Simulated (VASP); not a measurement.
C: single point with LDA

Crystal: C.

```
C
1.0
     1.74808    1.74808    0.00000
    -1.74808    1.74808    0.00000
     0.00000    1.74808    1.74808
C
2
Direct
  0.50000 0.50000 0.00000
  0.75000 0.25000 0.50000
```

```json
{
  "Program": "VASP 6.6.1",
  "Task": "single point",
  "Functional": "LDA",
  "Potentials or basis": "VASP PAW LDA potentials, release 64 (C)",
  "Cutoff": "520 eV",
  "k mesh": "12 × 12 × 12",
  "Occupations": "gaussian, width 0.01 eV",
  "Spin": "no spin polarisation"
}
```

* Pressure: 16.8 GPa
* Band gap on the k mesh: 4.27 eV, indirect (least direct gap 5.71 eV)

Levels at points of the mesh, in eV from the valence-band top:
```tsv
k point	band 2	band 3	band 4	band 5	band 6	band 7
(0.00, 0.00, 0.00)	0.00	0.00	0.00	5.71	5.71	5.71
(0.50, 0.00, 0.00)	-14.04	-2.95	-2.95	8.64	8.64	9.85
(0.50, 0.50, 0.00)	-13.04	-6.66	-6.66	4.84	4.84	17.55
```

It took 14 s on 1 thread of AMD EPYC 7R13, with other jobs on the host, peak memory 0.08 GiB.

A k mesh can miss the band edges. Expect the measured gap to be larger: semilocal functionals such as LDA lack the derivative discontinuity.
